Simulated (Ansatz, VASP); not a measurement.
**Two plane-wave programs on AlGaN2**

The input INCAR:

```
PREC = Accurate ; ENCUT = 520
EDIFF = 1E-7 ; ISMEAR = 0
SIGMA = 0.05 ; LREAL = F
LASPH = T ; NELM = 100
ALGO = Normal ; ISIF = 2
LWAVE = F ; LCHARG = F
GGA = CA ; IBRION = 2
NSW = 50 ; EDIFFG = -0.01
```

KPOINTS

```
Automatic mesh
0
Gamma
  8 8 6
```

POSCAR

```
AlGaN2
1.0
    2.9704260023      0.0000000000      0.0000000000
    0.0000000000      2.9704260023      0.0000000000
    0.0000000000      0.0000000000      5.0143761344
Al Ga N
1 1 2
Direct
    0.5000000000      0.5000000000      0.5000000000
    0.0000000000      0.0000000000      0.0000000000
    0.5000000000      0.0000000000      0.7400738390
    0.0000000000      0.5000000000      0.2599261610
```

Input for Ansatz:

```yaml
crystal:
  lattice:
    - [2.9704260023, 0.0, 0.0]
    - [0.0, 2.9704260023, 0.0]
    - [0.0, 0.0, 5.0143761344]
  atoms:
    - { symbol: Al, position: [0.5, 0.5, 0.5] }
    - { symbol: Ga, position: [0.0, 0.0, 0.0] }
    - { symbol: "N", position: [0.5, 0.0, 0.740073839] }
    - { symbol: "N", position: [0.0, 0.5, 0.259926161] }
basis:
  ecutwfc: 520.0
kpoints:
  mp_grid: { grid: [8, 8, 6] }
hamiltonian:
  xc: lda
  pseudopotentials: { kind: paw, azcp: { folder: soft_1 } }
scf:
  occupations: { method: gaussian, width: 0.05 }
output:
  forces: true
  stress: true
  eigenvalues: true
relax:
  adjacent_minimum: "off"
  f_tol: 0.01
  max_steps: 30
```

Alike in both runs: task relaxation of the atoms; functional LDA; k mesh 8 × 8 × 6; occupations gaussian, width 0.05 eV; no spin polarisation.

|  | VASP | Ansatz |
| --- | --- | --- |
| version | VASP 6.6.1 | Ansatz 0.2.0 |
| potentials or method | VASP PAW LDA potentials, release 64 (Al, Ga_d, N), cutoff 520 eV | scalar-relativistic, plane waves, PAW |
| valence electrons in the cell | 26 | 26 |

|  | VASP | Ansatz | Ansatz less VASP |
| --- | --- | --- | --- |
| gap on the k mesh at the Fermi level, each at its own relaxed structure (eV) | 2.16 | 2.15 | -0.007 |

Ansatz warns that its potentials were made for another functional, while VASP's fit it. LDA's correlation is that of Perdew and Zunger in VASP and of Perdew and Wang (1992) in Ansatz. Ansatz's warnings: stress scf threshold loose.
